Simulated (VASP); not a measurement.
Wanted: the native input for a VASP 6.6.1 run.

| Property | Result |
| --- | --- |
| Task | single point |
| Functional | PBE |
| Potentials or basis | VASP PAW PBE potentials, release 64 (Cd, Te, Se) |
| Cutoff | 500 eV |
| k mesh | 2 × 2 × 2 |
| Occupations | gaussian, width 0.15 eV |
| Spin | no spin polarisation |
| Dipole correction | no |
| Further INCAR settings | ALGO = Normal; EDIFF = 1e-06; NBANDS = 40 |

The structure of Cd2TeSe5 lies in POSCAR:

```
Cd2TeSe5
1.0
    0.0000000000      5.7758623758      5.7758623758
    5.7758623758      0.0000000000      5.7758623758
    5.7758623758      5.7758623758      0.0000000000
Cd Te Se
2 1 5
Direct
    0.0000000000      0.0000000000      0.0000000000
    0.7500000000      0.7500000000      0.7500000000
    0.5000000000      0.5000000000      0.5000000000
    0.8751452689      0.8751452689      0.8751452689
    0.8751452689      0.8751452689      0.3745641933
    0.8751452689      0.3745641933      0.8751452689
    0.3745641933      0.8751452689      0.8751452689
    0.2500000000      0.2500000000      0.2500000000
```

The cell was built from a structure type or drawn by symmetry, and may not be a known phase.

One way to write it, as run:

INCAR

```
PREC     = Accurate       # precision mode
ENCUT    = 500            # plane-wave cutoff, eV
EDIFF    = 1E-6           # SCF threshold, eV
ISMEAR   = 0              # smearing method
SIGMA    = 0.15           # smearing width, eV
LREAL    = False          # projectors in reciprocal space
LASPH    = True           # aspherical terms in the spheres
NELM     = 120            # most SCF steps
ALGO     = Normal         # electronic algorithm
ISIF     = 2              # what is computed and relaxed
LWAVE    = False          # write WAVECAR
LCHARG   = True           # write CHGCAR
GGA      = PE             # functional
LELF     = True           # ELF
LVHAR    = True         
NBANDS   = 40             # bands
GGA_COMPAT= False
```

KPOINTS

```
regular mesh
0
Gamma
  2 2 2
```

Potentials or basis: VASP PAW PBE potentials, release 64 (Cd, Te, Se).

Run with:

```sh
$ cat potpaw_PBE.64/Cd/POTCAR potpaw_PBE.64/Te/POTCAR potpaw_PBE.64/Se/POTCAR > POTCAR
$ mpirun -np 1 vasp_std > vasp.out
```

It gave:

```yaml
Pressure: 0.9 GPa
Largest_force: 0.070 eV/Å
Band_gap_on_the_k_mesh: zero (bands 30 and 31 overlap by 0.01 eV)
```

Caveat: the k points lie up to 0.47 Å⁻¹ apart; semilocal functionals underestimate gaps, so a narrow gap can read as zero; spin-orbit coupling is left out, which moves the levels of the heavy elements.

It took 2 min on 1 thread of Intel(R) Xeon(R) Platinum 8488C (Sapphire Rapids) (shared host), peak memory 0.5 GiB.
